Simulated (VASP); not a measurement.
# Hf (P6_3/mmc) in VASP: a series of runs

Hf is run at these levels: RPBE+D4, B3LYP; tasks: relaxation of cell and atoms, single point.

Program: VASP 6.6.1. These are calculated values, not measurements. Logs are shortened: lines on timing, memory, paths and dates and some standing lists are left out, and cuts for length are marked.

### Step 1. The cell of the first run

It takes space group P6_3/mmc (No. 194, hexagonal). The conventional cell has a = 3.197 Å, b = 3.197 Å, c = 5.058 Å, α = 90.00°, β = 90.00°, γ = 120.00°. Within 4.1 Å of Hf (site symmetry -6m2) lie 12 Hf at 3.13 to 3.20 Å.

### Step 2. Relaxation of cell and atoms, RPBE+D4

Contents of INCAR:

```
SYSTEM = Hf
PREC = Accurate
ENCUT = 600
EDIFF = 1E-6
ISMEAR = -1
SIGMA = 0.05
LREAL = .FALSE.
LASPH = .TRUE.
NELM = 80
ALGO = Normal
ISIF = 3
LWAVE = .FALSE.
LCHARG = .FALSE.
GGA = RP
IVDW = 13
IBRION = 2
NSW = 60
EDIFFG = -0.01
```

Contents of KPOINTS:

```
regular mesh
0
G
  10 10 5
  0 0 0
```

Contents of POSCAR:

```
Hf
1.0
    3.1967000000      0.0000000000      0.0000000000
   -1.5983500000      2.7684234083      0.0000000000
    0.0000000000      0.0000000000      5.0578000000
Hf
2
Direct
    0.6666666667      0.3333333333      0.7500000000
    0.3333333333      0.6666666667      0.2500000000
```

Potentials or basis: VASP PAW PBE potentials, release 64 (Hf_pv).

Run with:

```
$ cat potpaw_PBE.64/Hf_pv/POTCAR > POTCAR
$ mpirun -np 1 vasp_std > vasp.out
```

OUTCAR:

```text
SYSTEM = Hf
   PREC = Accurate
   ENCUT = 600
   EDIFF = 1E-6
   ISMEAR = -1
   LREAL = .FALSE.
   LASPH = .TRUE.
   NELM = 80
   ISIF = 3
   GGA = RP
   IVDW = 13
   IBRION = 2
   NSW = 60
   EDIFFG = -0.01

 ion  position               nearest neighbor table
   1  0.667  0.333  0.750-   2 3.13   2 3.13   2 3.13   2 3.13   2 3.13   2 3.13
   2  0.333  0.667  0.250-   1 3.13   1 3.13   1 3.13   1 3.13   1 3.13   1 3.13

  LATTYP: Found a hexagonal cell.
 ALAT       =     3.1967000000
 C/A-ratio  =     1.5821941377

  Lattice vectors:

 A1 = (   3.1967000000,   0.0000000000,   0.0000000000)
 A2 = (  -1.5983500000,   2.7684234083,   0.0000000000)
 A3 = (   0.0000000000,   0.0000000000,   5.0578000000)

Analysis of symmetry for initial positions (statically):
=====================================================================
 Subroutine PRICEL returns:
 Original cell was already a primitive cell.

 Routine SETGRP: Setting up the symmetry group for a
 hexagonal supercell.

 Subroutine GETGRP returns: Found 24 space group operations
 (whereof 12 operations were pure point group operations)
 out of a pool of 24 trial point group operations.

The static configuration has the point symmetry D_3d.
 The point group associated with its full space group is D_6h.

Analysis of symmetry for dynamics (positions and initial velocities):
=====================================================================
 Subroutine PRICEL returns:
 Original cell was already a primitive cell.

 Routine SETGRP: Setting up the symmetry group for a
 hexagonal supercell.

 Subroutine GETGRP returns: Found 24 space group operations
 (whereof 12 operations were pure point group operations)
 out of a pool of 24 trial point group operations.

The dynamic configuration has the point symmetry D_3d.
 The point group associated with its full space group is D_6h.

 Subroutine INISYM returns: Found 24 space group operations
 (whereof 12 operations are pure point group operations),
 and found     1 'primitive' translations

----------------------------------------------------------------------------------------

                                     Primitive cell

  volume of cell :      44.7606

  direct lattice vectors                    reciprocal lattice vectors
     3.196700000  0.000000000  0.000000000     0.312822598  0.180608211  0.000000000
    -1.598350000  2.768423408  0.000000000     0.000000000  0.361216423  0.000000000
     0.000000000  0.000000000  5.057800000     0.000000000  0.000000000  0.197714421

  length of vectors
     3.196700000  3.196700000  5.057800000     0.361216423  0.361216423  0.197714421

  position of ions in fractional coordinates (direct lattice)
     0.666666667  0.333333333  0.750000000
     0.333333333  0.666666667  0.250000000

  ion indices of the primitive-cell ions
   primitive index   ion index
                 1           1
                 2           2

----------------------------------------------------------------------------------------

 KPOINTS: regular mesh

Automatic generation of k-mesh.
 Grid dimensions read from file:
 generate k-points for:   10   10    5

 Generating k-lattice:

  Cartesian coordinates                     Fractional coordinates (reciprocal lattice)
     0.031282260  0.018060821  0.000000000     0.100000000 -0.000000000  0.000000000
     0.000000000  0.036121642  0.000000000     0.000000000  0.100000000  0.000000000
     0.000000000  0.000000000  0.039542884     0.000000000  0.000000000  0.200000000

  Length of vectors
     0.036121642  0.036121642  0.039542884

  Shift w.r.t. Gamma in fractional coordinates (k-lattice)
     0.000000000  0.000000000  0.000000000

 Subroutine IBZKPT returns following result:
 ===========================================

 Found     42 irreducible k-points:

 Following reciprocal coordinates:
            Coordinates               Weight
  0.000000  0.000000  0.000000      1.000000
  0.100000  0.000000  0.000000      6.000000
  0.200000  0.000000  0.000000      6.000000
  0.300000  0.000000  0.000000      6.000000
  0.400000  0.000000  0.000000      6.000000
  0.500000  0.000000  0.000000      3.000000
[... 16 lines left out ...]
  0.300000  0.100000  0.200000     24.000000
  0.400000  0.100000  0.200000     24.000000
 [... further k-points ...]
   k-points           NKPTS =     42   k-points in BZ     NKDIM =     42   number of bands    NBANDS=     14
   number of dos      NEDOS =    301   number of ions     NIONS =      2
   total plane-waves  NPLWV =  31360
   dimension x,y,z NGX =    28 NGY =   28 NGZ =   40
   dimension x,y,z NGXF=    56 NGYF=   56 NGZF=   80
   ions per type =               2
   NGX,Y,Z   is equivalent  to a cutoff of  14.56, 14.56, 13.15 a.u.
   NGXF,Y,Z  is equivalent  to a cutoff of  29.12, 29.12, 26.30 a.u.
 SYSTEM =  Hf
   PREC   = accura    normal or accurate (medium, high low for compatibility)
   ISTART =      0    job   : 0-new  1-cont  2-samecut
   ICHARG =      2    charge: 1-file 2-atom 10-const
   ISPIN  =      1    spin polarized calculation?
   LNONCOLLINEAR =      F non collinear calculations
   LSORBIT =      F    spin-orbit coupling
   LASPH  =      T    aspherical Exc in radial PAW
   ENCUT  =  600.0 eV  44.10 Ry    6.64 a.u.   6.38  6.38 10.10*2*pi/ulx,y,z
   NELM   =     80;   NELMIN=  2; NELMDL= -5     # of ELM steps
   EDIFF  = 0.1E-05   stopping-criterion for ELM
   LREAL  =      F    real-space projection
   EDIFFG = -.1E-01   stopping-criterion for IOM
   NSW    =     60    number of steps for IOM
   IBRION =      2    ionic relax: 0-MD 1-quasi-New 2-CG
   NFREE  =      1    steps in history (QN), initial steepest desc. (CG)
   ISIF   =      3    stress and relaxation
   ISYM   =      2    0-nonsym 1-usesym 2-fastsym
   POTIM  = 0.5000    time-step for ionic-motion
   TEBEG  =    0.0;   TEEND  =   0.0 temperature during run
   PSTRESS=    0.0 pullay stress
   NELECT =      20.0000    total number of electrons
   NUPDOWN=      -1.0000    fix difference up-down
   EMIN   =  10.00;   EMAX   =-10.00  energy-range for DOS
   EFERMI =   0.00;   METHOD = LEGACY
   ISMEAR =    -1;   SIGMA  =   0.05  broadening in eV -4-tet -1-fermi 0-gaus
   EFERMI_NEDOS =   21; number of points for ismear=-14 and -15
   IALGO  =     38    algorithm
   IMIX   =      4    mixing-type and parameters
     AMIX     =   0.40;   BMIX     =  1.00
     AMIX_MAG =   1.60;   BMIX_MAG =  1.00
  volume/ion in A,a.u.               =      22.38       151.03
  Fermi-wavevector in a.u.,A,eV,Ry     =   1.251563  2.365112 21.312311  1.566411
  Thomas-Fermi vector in A             =   2.385505
   LORBIT       =      0    0 simple, 1 ext, 2 COOP (PROOUT), +10 PAW based schemes
   GGA     = RP    functional components
   LHFCALC =     F    Hartree Fock is set to
   AEXX    =    0.0000 exact exchange contribution
   IVDW    =    13    specifies the selected vdW correction
   LEPSILON=     F    determine dielectric tensor
   LRPA    =     F    only Hartree local field effects (RPA)
 conjugate gradient relaxation of ions
 non-spin polarized calculation
  energy-cutoff  :      600.00
  volume of cell :       44.76
 maximum number of plane-waves:      1518
 NGX is ok and might be reduce to    28
   NGX = 13   NGY = 13   NGZ = 21

--------------------------------------- Ionic step        1  -------------------------------------------

 number of electron      20.0000001 magnetization

 Free energy of the ion-electron system (eV)
  ---------------------------------------------------
  ext. energy  EPLUGINS =         0.00000000
  ---------------------------------------------------
  free energy    TOTEN  =       -19.00598467 eV

  energy without entropy =      -18.99485146  energy(sigma->0) =      -19.00041806

------------------------ aborting loop because EDIFF is reached ----------------------------------------

  DFT-D4 for vdW energy calculation

  Edisp (eV):   -0.65535

  FORCE on cell =-STRESS in cart. coord.  units (eV):
  Direction    XX          YY          ZZ          XY          YZ          ZX
  --------------------------------------------------------------------------------------
  -------------------------------------------------------------------------------------
  Total       0.20958     0.20958     0.08478     0.00000     0.00000     0.00000
  in kB       7.50166     7.50166     3.03456     0.00000     0.00000     0.00000
  external pressure =        6.01 kB  Pullay stress =        0.00 kB

 VOLUME and BASIS-vectors are now :
 -----------------------------------------------------------------------------
  energy-cutoff  :      600.00
  volume of cell :       44.76
      direct lattice vectors                 reciprocal lattice vectors
     3.196700000  0.000000000  0.000000000     0.312822598  0.180608211  0.000000000
    -1.598350000  2.768423408  0.000000000     0.000000000  0.361216423  0.000000000
     0.000000000  0.000000000  5.057800000     0.000000000  0.000000000  0.197714421
[... 201 lines left out ...]
 POSITION                                       TOTAL-FORCE (eV/Angst)
 -----------------------------------------------------------------------------------
      1.60252      0.92522      3.79736         0.000000      0.000000      0.000000
     -0.00000      1.85043      1.26579        -0.000000      0.000000      0.000000
 -----------------------------------------------------------------------------------
    total drift:                               -0.000000      0.000000     -0.000000

  FREE ENERGIE OF THE ION-ELECTRON SYSTEM (eV)
  ---------------------------------------------------
  free  energy   TOTEN  =       -19.6618947483 eV

  energy  without entropy=      -19.6505600144  energy(sigma->0) =      -19.65622738

--------------------------------------- Ionic step        7  -------------------------------------------

 number of electron      20.0000000 magnetization

 Free energy of the ion-electron system (eV)
  ---------------------------------------------------
  ext. energy  EPLUGINS =         0.00000000
  ---------------------------------------------------
  free energy    TOTEN  =       -19.01055282 eV

  energy without entropy =      -18.99932420  energy(sigma->0) =      -19.00493851

 E-fermi :   4.9734     XC(G=0): -11.1898

 val. band max:        4.9546774791   @ k =   0.0000   0.0000   0.4000
 cond. band min:       4.9742078482   @ k =   0.1000   0.1000   0.4000
 fundamental gap:      0.0195303690
 Fermi energy:         4.9733597381

 k-point     1 :       0.0000    0.0000    0.0000
  band No.  band energies     occupation
      1     -26.1396      2.00000
      2     -25.4135      2.00000
      3     -25.4135      2.00000
      4     -25.2908      2.00000
      5     -25.2869      2.00000
      6     -25.2869      2.00000
      7      -2.3818      2.00000
      8       1.3062      2.00000
      9       5.5852      0.00001
     10       6.1748      0.00000
     11       6.1748      0.00000
     12       6.4874      0.00000
     13       7.0000      0.00000
     14       7.0000      0.00000

 k-point     2 :       0.1000    0.0000    0.0000
  band No.  band energies     occupation
      1     -26.1145      2.00000
      2     -25.4657      2.00000
      3     -25.4311      2.00000
      4     -25.3420      2.00000
      5     -25.3026      2.00000
      6     -25.2939      2.00000
      7      -2.0851      2.00000
      8       1.5955      2.00000
      9       5.2097      0.01756
     10       5.5427      0.00002
[... 362 lines left out ...]
 k-point    24 :       0.4000    0.1000    0.2000
  band No.  band energies     occupation
      1     -25.9922      2.00000
      2     -25.8665      2.00000
      3     -25.6918      2.00000
      4     -25.5758      2.00000
      5     -25.4829      2.00000
      6     -25.4125      2.00000
      7       1.5404      2.00000
      8       2.5109      2.00000
      9       3.3191      2.00000
     10       3.8625      2.00000
     11       5.6364      0.00000
     12       5.9542      0.00000
     13       6.6210      0.00000
     14       9.7349      0.00000

 [... further k-points ...]

------------------------ aborting loop because EDIFF is reached ----------------------------------------

  DFT-D4 for vdW energy calculation

  Edisp (eV):   -0.65139

  FORCE on cell =-STRESS in cart. coord.  units (eV):
  Direction    XX          YY          ZZ          XY          YZ          ZX
  --------------------------------------------------------------------------------------
  -------------------------------------------------------------------------------------
  Total      -0.00735    -0.00735    -0.00722     0.00000     0.00000     0.00000
  in kB      -0.26138    -0.26138    -0.25703     0.00000     0.00000     0.00000
  external pressure =       -0.26 kB  Pullay stress =        0.00 kB

 VOLUME and BASIS-vectors are now :
 -----------------------------------------------------------------------------
  energy-cutoff  :      600.00
  volume of cell :       45.03
      direct lattice vectors                 reciprocal lattice vectors
     3.206711531 -0.000000000  0.000000000     0.311845949  0.180044343 -0.000000000
    -1.603355765  2.777093648 -0.000000000     0.000000000  0.360088685 -0.000000000
     0.000000000  0.000000000  5.056370075    -0.000000000  0.000000000  0.197770334

 POSITION                                       TOTAL-FORCE (eV/Angst)
 -----------------------------------------------------------------------------------
      1.60336      0.92570      3.79228         0.000000     -0.000000      0.000000
     -0.00000      1.85140      1.26409        -0.000000      0.000000      0.000000
 -----------------------------------------------------------------------------------
    total drift:                               -0.000000      0.000000     -0.000000

  FREE ENERGIE OF THE ION-ELECTRON SYSTEM (eV)
  ---------------------------------------------------
  free  energy   TOTEN  =       -19.6619447429 eV

  energy  without entropy=      -19.6507161154  energy(sigma->0) =      -19.65633043

 reached required accuracy - stopping structural energy minimisation
```

It took 3.4 min on 1 thread of Intel Xeon 8259CL, shared host; peak memory 0.2 GiB.

What came out:

| Property | Result |
| --- | --- |
| Free energy | -19.6619 eV |
| Relaxed volume | 22.51 Å³/atom |
| Relaxed cell | a = 3.207 Å, b = 3.207 Å, c = 5.056 Å, α = 90.00°, β = 90.00°, γ = 120.00° |
| Space group after relaxing (to 0.1 Å) | P6_3/mmc (No. 194) |
| Energy gained by relaxing | 0.3 meV/atom |
| Ionic steps | 7 |
| Pressure after relaxing | 0.0 GPa |
| Band gap on the k mesh | zero (bands 10 and 11 overlap by 1.51 eV) |
| Dispersion energy per atom | -0.326 eV |

The path:
| step | energy change (eV) | largest force (eV/Å) | pressure (GPa) | volume (Å³) |
| --- | --- | --- | --- | --- |
| 1 | 0.0000 | 0.0000 | 0.60 | 44.76 |
| 2 | 0.0000 | 0.0000 | -0.67 | 45.31 |
| 3 | -0.0006 | 0.0000 | -0.04 | 45.03 |
| 4 | -0.0006 | 0.0000 | -0.03 | 45.04 |
| 5 | -0.0004 | 0.0000 | -0.36 | 45.17 |
| 6 | -0.0006 | 0.0000 | -0.07 | 45.04 |
| 7 | -0.0006 | 0.0000 | -0.03 | 45.03 |

Final structure:
```
Hf
1.0
     3.20671    0.00000    0.00000
    -1.60336    2.77709    0.00000
     0.00000    0.00000    5.05637
Hf
2
Direct
  0.66667 0.33333 0.75000
  0.33333 0.66667 0.25000
```

Caveat: the PAW data sets were made with another functional, which shifts forces and pressure a little; spin-orbit coupling is left out, which moves the levels of the heavy elements. Zero-point motion and thermal expansion aren't in these numbers.

### Step 3. Single point, B3LYP

POSCAR is that of step 2.

Contents of INCAR.step1:

```
SYSTEM = Hf
PREC = Accurate ; ENCUT = 520
EDIFF = 1E-5 ; ISMEAR = -1
SIGMA = 0.05 ; LREAL = .FALSE.
LASPH = .TRUE. ; NELM = 100
ALGO = Normal ; ISIF = 2
LWAVE = .TRUE. ; LCHARG = .FALSE.
NBANDS = 17 ; GGA = PE
```

Contents of INCAR.step2:

```
SYSTEM = Hf
PREC = Accurate ; ENCUT = 520
EDIFF = 1E-7 ; ISMEAR = -1
SIGMA = 0.05 ; LREAL = .FALSE.
LASPH = .TRUE. ; NELM = 100
ALGO = Normal ; ISIF = 2
LWAVE = .FALSE. ; LCHARG = .FALSE.
GGA = B3 ; LHFCALC = .TRUE.
AEXX = 0.2 ; AGGAX = 0.72
AGGAC = 0.81 ; ALDAC = 0.19
PRECFOCK = Normal ; NBANDS = 17
ISTART = 1
```

Contents of KPOINTS:

```
Automatic mesh
0
G
  5 5 3
  0 0 0
```

Potentials or basis: VASP PAW PBE potentials, release 64 (Hf_pv).

Run with:

```
$ cat potpaw_PBE.64/Hf_pv/POTCAR > POTCAR
$ cp INCAR.step1 INCAR
$ mpirun -np 1 vasp_std > vasp.out
$ cp INCAR.step2 INCAR
$ mpirun -np 1 vasp_std > vasp.out
```

Wall time 20 min (1 thread of Intel Xeon Platinum 8259CL at 2.50GHz (Skylake/Cascade Lake), shared host); peak memory 0.17 GiB.

It converged, with:

```yaml
Free_energy: -21.2806 eV
Pressure: 1.1 GPa
Band_gap_on_the_k_mesh: zero (bands 10 and 11 overlap by 1.97 eV)
```

Stress tensor (GPa, compression positive):
```
 1.81  0.00  0.00
 0.00  1.81  0.00
 0.00  0.00 -0.46
```

Levels at points of the mesh, in eV from the Fermi level:
| k point | band 6 | band 7 | band 8 | band 9 | band 10 | band 11 | band 12 | band 13 | band 14 | band 15 |
| --- | --- | --- | --- | --- | --- | --- | --- | --- | --- | --- |
| (0.00, 0.00, 0.00) | -32.29 | -8.42 | -4.36 | 0.93 | 1.74 | 1.74 | 2.15 | 2.71 | 2.71 | 3.43 |

Caveat: the k points lie up to 0.45 Å⁻¹ apart, too coarse for converged energies and pressures of a metal; the PAW data sets were made with another functional, which shifts forces and pressure a little; spin-orbit coupling is left out, which moves the levels of the heavy elements.
